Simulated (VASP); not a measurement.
## Ag: relaxation of cell and atoms with PBEsol

Ag:

```
CELL_PARAMETERS angstrom
0.00000 2.04275 2.04275
2.04275 0.00000 2.04275
2.04275 2.04275 0.00000
ATOMIC_POSITIONS crystal
Ag 0.00000 0.00000 0.00000
```

| Property | Result |
| --- | --- |
| Program | VASP 6.6.1 |
| Task | relaxation of cell and atoms |
| Functional | PBEsol |
| Potentials or basis | VASP PAW PBE potentials, release 64 (Ag) |
| Cutoff | 600 eV |
| k mesh | 9 × 9 × 9 |
| Occupations | methfessel-paxton, width 0.1 eV |
| Spin | no spin polarisation |
| Dipole correction | no |
| Further INCAR settings | ALGO = Normal; EDIFF = 1e-07; IBRION = 2; EDIFFG = -0.03; NSW = 80; ISIF = 3 |

The relaxed volume is 16.60 Å³/atom, the relaxed cell is a = 2.863 Å, b = 2.863 Å, c = 2.863 Å, α = 60.00°, β = 60.00°, γ = 60.00° and the space group after relaxing (to 0.1 Å) is Fm-3m (No. 225). The energy gained by relaxing is 4.3 meV/atom, the ionic steps are 3 and the pressure after relaxing is 0.0 GPa. The band gap on the k mesh is zero (an odd number of electrons rules out a gap without spin polarisation).

Step by step:
| step | energy change (eV) | largest force (eV/Å) | pressure (GPa) | volume (Å³) |
| --- | --- | --- | --- | --- |
| 1 | 0.0000 | 0.0000 | -2.98 | 17.05 |
| 2 | -0.0018 | 0.0000 | 2.53 | 16.28 |
| 3 | -0.0043 | 0.0000 | 0.00 | 16.60 |

Final structure:
```
CELL_PARAMETERS angstrom
0.00000 2.02473 2.02473
2.02473 0.00000 2.02473
2.02473 2.02473 0.00000
ATOMIC_POSITIONS crystal
Ag 0.00000 0.00000 0.00000
```

Levels at points of the mesh, in eV from the Fermi level:
| k point | band 2 | band 3 | band 4 | band 5 | band 6 | band 7 | band 8 | band 9 |
| --- | --- | --- | --- | --- | --- | --- | --- | --- |
| (0.00, 0.00, 0.00) | -5.20 | -5.20 | -5.20 | -4.10 | -4.10 | 15.72 | 19.45 | 19.45 |

Run time: 7 s on 1 thread of Intel(R) Xeon(R) 6975P-C (Granite Rapids) (shared host), peak memory 0.14 GiB.

Caveat: the PAW data sets were made with another functional, which shifts forces and pressure a little.
